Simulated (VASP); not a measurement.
# Zn (P6_3/mmc) in VASP: notebook

Runs on Zn. Level: r2SCAN. Tasks: single point, relaxation of volume and atoms at fixed shape.

Everything below comes from runs of VASP 6.6.1. Logs are shortened: lines on timing, memory, paths and dates and some standing lists are left out, and cuts for length are marked.

## Step 1: The cell of the first run

It takes space group P6_3/mmc (No. 194, hexagonal). The conventional cell has a = 2.612 Å, b = 2.612 Å, c = 4.857 Å, α = 90.00°, β = 90.00°, γ = 120.00°. Zn (site symmetry -6m2) has 12 Zn at 2.61 to 2.86 Å within 3.4 Å.

## Step 2: Single point, r2SCAN

The input, POSCAR:

```
Zn
1.0
    2.6116020230      0.0000000000      0.0000000000
   -1.3058010115      2.2617136965      0.0000000000
    0.0000000000      0.0000000000      4.8573841371
Zn
2
Direct
    0.3333333333      0.6666666667      0.2500000000
    0.6666666667      0.3333333333      0.7500000000
```

The input, INCAR.step1:

```
SYSTEM = Zn
  PREC = Accurate
  ENCUT = 520
  ISMEAR = -1
  SIGMA = 0.05
  LREAL = .FALSE.
  LASPH = .TRUE.
  NELM = 80
  NBANDS = 19
  GGA = PE
  ALGO = Normal
  EDIFF = 1E-4
  LWAVE = .TRUE.
  LCHARG = .FALSE.
```

The input, INCAR.step2:

```
SYSTEM = Zn
  PREC = Accurate
  ENCUT = 520
  EDIFF = 1E-6
  ISMEAR = -1
  SIGMA = 0.05
  LREAL = .FALSE.
  LASPH = .TRUE.
  NELM = 80
  ALGO = Normal
  ISIF = 2
  LWAVE = .FALSE.
  LCHARG = .FALSE.
  METAGGA = R2SCAN
  LMIXTAU = .TRUE.
  NBANDS = 19
  ISTART = 1
```

The input, KPOINTS:

```
regular mesh
0
G
  9 9 4
  0 0 0
```

Potentials or basis: VASP PAW PBE potentials, release 64 (Zn).

Started as:

```console
$ cat potpaw_PBE.64/Zn/POTCAR > POTCAR
$ cp INCAR.step1 INCAR
$ mpirun -np 1 vasp_std > vasp.out
$ cp INCAR.step2 INCAR
$ mpirun -np 1 vasp_std > vasp.out
```

OUTCAR:

```text
SYSTEM = Zn
   PREC = Accurate
   ENCUT = 520
   EDIFF = 1E-6
   ISMEAR = -1
   LREAL = .FALSE.
   LASPH = .TRUE.
   NELM = 80
   ISIF = 2
   METAGGA = R2SCAN
   ISTART = 1

 ion  position               nearest neighbor table
   1  0.333  0.667  0.250-   2 2.86   2 2.86   2 2.86   2 2.86   2 2.86   2 2.86
   2  0.667  0.333  0.750-   1 2.86   1 2.86   1 2.86   1 2.86   1 2.86   1 2.86

  LATTYP: Found a hexagonal cell.
 ALAT       =     2.6116020230
 C/A-ratio  =     1.8599250936

  Lattice vectors:

 A1 = (   2.6116020230,   0.0000000000,   0.0000000000)
 A2 = (  -1.3058010115,   2.2617136965,   0.0000000000)
 A3 = (   0.0000000000,   0.0000000000,   4.8573841371)

Analysis of symmetry for initial positions (statically):
=====================================================================
 Subroutine PRICEL returns:
 Original cell was already a primitive cell.

 Routine SETGRP: Setting up the symmetry group for a
 hexagonal supercell.

 Subroutine GETGRP returns: Found 24 space group operations
 (whereof 12 operations were pure point group operations)
 out of a pool of 24 trial point group operations.

The static configuration has the point symmetry D_3d.
 The point group associated with its full space group is D_6h.

Analysis of symmetry for dynamics (positions and initial velocities):
=====================================================================
 Subroutine PRICEL returns:
 Original cell was already a primitive cell.

 Routine SETGRP: Setting up the symmetry group for a
 hexagonal supercell.

 Subroutine GETGRP returns: Found 24 space group operations
 (whereof 12 operations were pure point group operations)
 out of a pool of 24 trial point group operations.

The dynamic configuration has the point symmetry D_3d.
 The point group associated with its full space group is D_6h.

 Subroutine INISYM returns: Found 24 space group operations
 (whereof 12 operations are pure point group operations),
 and found     1 'primitive' translations

----------------------------------------------------------------------------------------

                                     Primitive cell

  volume of cell :      28.6911

  direct lattice vectors                    reciprocal lattice vectors
     2.611602023  0.000000000  0.000000000     0.382906734  0.221071306  0.000000000
    -1.305801012  2.261713697  0.000000000     0.000000000  0.442142611  0.000000000
[... 83 lines left out ...]
   ENCUT  =  520.0 eV  38.22 Ry    6.18 a.u.   4.86  4.86  9.03*2*pi/ulx,y,z
   NELM   =     80;   NELMIN=  2; NELMDL=  0     # of ELM steps
   EDIFF  = 0.1E-05   stopping-criterion for ELM
   LREAL  =      F    real-space projection
   EDIFFG = 0.1E-04   stopping-criterion for IOM
   NSW    =      0    number of steps for IOM
   IBRION =     -1    ionic relax: 0-MD 1-quasi-New 2-CG
   NFREE  =      0    steps in history (QN), initial steepest desc. (CG)
   ISIF   =      2    stress and relaxation
   ISYM   =      2    0-nonsym 1-usesym 2-fastsym
   POTIM  = 0.5000    time-step for ionic-motion
   TEBEG  =    0.0;   TEEND  =   0.0 temperature during run
   PSTRESS=    0.0 pullay stress
   NELECT =      24.0000    total number of electrons
   NUPDOWN=      -1.0000    fix difference up-down
   EMIN   =  10.00;   EMAX   =-10.00  energy-range for DOS
   EFERMI =   0.00;   METHOD = LEGACY
   ISMEAR =    -1;   SIGMA  =   0.05  broadening in eV -4-tet -1-fermi 0-gaus
   EFERMI_NEDOS =   21; number of points for ismear=-14 and -15
   IALGO  =     38    algorithm
   IMIX   =      4    mixing-type and parameters
     AMIX     =   0.40;   BMIX     =  1.00
     AMIX_MAG =   1.60;   BMIX_MAG =  1.00
  volume/ion in A,a.u.               =      14.35        96.81
  Fermi-wavevector in a.u.,A,eV,Ry     =   1.542516  2.914932 32.373080  2.379354
  Thomas-Fermi vector in A             =   2.648309
   LORBIT       =      0    0 simple, 1 ext, 2 COOP (PROOUT), +10 PAW based schemes
   METAGGA = R2SCAN    functional components
   LHFCALC =     F    Hartree Fock is set to
   AEXX    =    0.0000 exact exchange contribution
   IVDW    =     0    specifies the selected vdW correction
   LEPSILON=     F    determine dielectric tensor
   LRPA    =     F    only Hartree local field effects (RPA)
 non-spin polarized calculation
  energy-cutoff  :      520.00
  volume of cell :       28.69
 maximum number of plane-waves:       786
 NGX is ok and might be reduce to    20
   NGX =  9   NGY =  9   NGZ = 19

 number of electron      24.0000035 magnetization

 Free energy of the ion-electron system (eV)
  ---------------------------------------------------
  ext. energy  EPLUGINS =         0.00000000
  ---------------------------------------------------
  free energy    TOTEN  =       -17.75709099 eV

  energy without entropy =      -17.74921747  energy(sigma->0) =      -17.75315423

 E-fermi :   3.6836     XC(G=0): -12.9919

 val. band max:        3.5246175358   @ k =   0.3333   0.3333   0.0000
 cond. band min:       3.7121594698   @ k =   0.3333   0.1111   0.0000
 fundamental gap:      0.1875419341
 Fermi energy:         3.6835903502

 k-point     1 :       0.0000    0.0000    0.0000
  band No.  band energies     occupation
      1      -7.9539      2.00000
      2      -5.8558      2.00000
      3      -5.0196      2.00000
      4      -4.7522      2.00000
      5      -4.7520      2.00000
      6      -4.6950      2.00000
[... 505 lines left out ...]
      6      -4.7643      2.00000
[... 11 lines left out ...]
     18      13.8247      0.00000
     19      14.9641      0.00000

 [... further k-points ...]

------------------------ aborting loop because EDIFF is reached ----------------------------------------

  FORCE on cell =-STRESS in cart. coord.  units (eV):
  Direction    XX          YY          ZZ          XY          YZ          ZX
  --------------------------------------------------------------------------------------
  -------------------------------------------------------------------------------------
  Total        0.2213486      0.2213486     -0.1695070      0.0000000     -0.0000000      0.0000000
  in kB       12.3606195     12.3606195     -9.4656630      0.0000000     -0.0000000      0.0000000
  external PRESSURE =       5.0851920 kB  Pullay stress =       0.0000000 kB

 VOLUME and BASIS-vectors are now :
 -----------------------------------------------------------------------------
  energy-cutoff  :      520.00
  volume of cell :       28.69
      direct lattice vectors                 reciprocal lattice vectors
     2.611602023  0.000000000  0.000000000     0.382906734  0.221071306  0.000000000
    -1.305801012  2.261713697  0.000000000     0.000000000  0.442142611  0.000000000
     0.000000000  0.000000000  4.857384137     0.000000000  0.000000000  0.205872126

 POSITION                                       TOTAL-FORCE (eV/Angst)
 -----------------------------------------------------------------------------------
     -0.00000      1.50781      1.21435         0.000000      0.000000      0.000000
      1.30580      0.75390      3.64304        -0.000000     -0.000000      0.000000
 -----------------------------------------------------------------------------------
    total drift:                                0.000000     -0.000000      0.000000

  FREE ENERGIE OF THE ION-ELECTRON SYSTEM (eV)
  ---------------------------------------------------
  free  energy   TOTEN  =       -17.7570909886 eV

  energy  without entropy=      -17.7492174726  energy(sigma->0) =      -17.75315423
```

It took 34 s on 1 thread of Intel Xeon 6975P-C (Granite Rapids), shared host; peak memory 0.15 GiB.

Results:

```yaml
Free_energy: -17.7571 eV
Pressure: 0.5 GPa
Band_gap_on_the_k_mesh: zero (bands 12 and 13 overlap by 4.02 eV)
```

Caveat: the PAW data sets were made with another functional, which shifts forces and pressure a little.

## Step 3: Relaxation of volume and atoms at fixed shape, r2SCAN

This run uses another cell than the first one, of 15.33 Å³/atom.

The input, POSCAR:

```
Zn
1.0
    2.6700000000      0.0000000000      0.0000000000
   -1.3350000000      2.3122878281      0.0000000000
    0.0000000000      0.0000000000      4.9660000000
Zn
2
Direct
    0.3333333333      0.6666666667      0.2500000000
    0.6666666667      0.3333333333      0.7500000000
```

The input, INCAR.step1:

```
PREC     = Accurate       # precision mode
ENCUT    = 600            # plane-wave cutoff, eV
ISMEAR   = -1             # smearing method
SIGMA    = 0.05           # smearing width, eV
LREAL    = F              # projectors in reciprocal space
LASPH    = T              # aspherical terms in the spheres
NELM     = 100            # most SCF steps
GGA      = PE             # functional
ALGO     = Normal         # electronic algorithm
EDIFF    = 1E-4           # SCF threshold, eV
LWAVE    = T              # write WAVECAR
LCHARG   = F              # write CHGCAR
```

The input, INCAR.step2:

```
PREC     = Accurate       # precision mode
ENCUT    = 600            # plane-wave cutoff, eV
EDIFF    = 1E-6           # SCF threshold, eV
ISMEAR   = -1             # smearing method
SIGMA    = 0.05           # smearing width, eV
LREAL    = F              # projectors in reciprocal space
LASPH    = T              # aspherical terms in the spheres
NELM     = 100            # most SCF steps
ALGO     = Normal         # electronic algorithm
ISIF     = 8              # what is computed and relaxed
LWAVE    = F              # write WAVECAR
LCHARG   = F              # write CHGCAR
METAGGA  = R2SCAN         # meta-GGA
LMIXTAU  = T            
IBRION   = 2              # ionic algorithm
NSW      = 80             # ionic steps
EDIFFG   = -0.03          # ionic threshold
ISTART   = 1
```

The input, KPOINTS:

```
Automatic mesh
0
Gamma
  9 9 4
```

Potentials or basis: VASP PAW PBE potentials, release 64 (Zn).

Started as:

```console
$ cat potpaw_PBE.64/Zn/POTCAR > POTCAR
$ cp INCAR.step1 INCAR
$ mpirun -np 1 vasp_std > vasp.out
$ cp INCAR.step2 INCAR
$ mpirun -np 1 vasp_std > vasp.out
```

It took 62 s on 1 thread of Intel Xeon 6975P-C (Granite Rapids), shared host; peak memory 0.17 GiB.

The run converged. Its results:

```yaml
Free_energy: -17.7601 eV
Relaxed_volume: 14.34 Å³/atom
Relaxed_cell: a = 2.611 Å, b = 2.611 Å, c = 4.856 Å, α = 90.00°, β = 90.00°, γ = 120.00°
Space_group_after_relaxing_to_0.1_Å: P6_3/mmc (No. 194)
Energy_gained_by_relaxing: 16.3 meV/atom
Ionic_steps: 2
Pressure_after_relaxing: 0.2 GPa
Band_gap_on_the_k_mesh: zero (bands 12 and 13 overlap by 4.02 eV)
```

Stress tensor (GPa, compression positive):
```
 1.05  0.00  0.00
 0.00  1.05  0.00
 0.00  0.00 -1.36
```

Step by step:
```
step  energy change (eV)  largest force (eV/Å)  pressure (GPa)  volume (Å³)
   1              0.0000                0.0000           -4.78        30.66
   2             -0.0327                0.0000            0.25        28.68
```

Final structure:
```
CELL_PARAMETERS angstrom
2.61112 0.00000 0.00000
-1.30556 2.26130 0.00000
0.00000 0.00000 4.85649
ATOMIC_POSITIONS crystal
Zn 0.33333 0.66667 0.25000
Zn 0.66667 0.33333 0.75000
```

Levels at points of the mesh, in eV from the Fermi level:
```tsv
k point	band 9	band 10	band 11	band 12	band 13	band 14	band 15	band 16
(0.00, 0.00, 0.00)	-8.01	-7.78	-7.78	-4.41	-3.38	14.60	18.20	19.02
(0.00, 0.00, 0.50)	-7.87	-7.87	-7.87	-7.87	4.72	4.72	20.49	20.49
```

Caveat: the PAW data sets were made with another functional, which shifts forces and pressure a little.
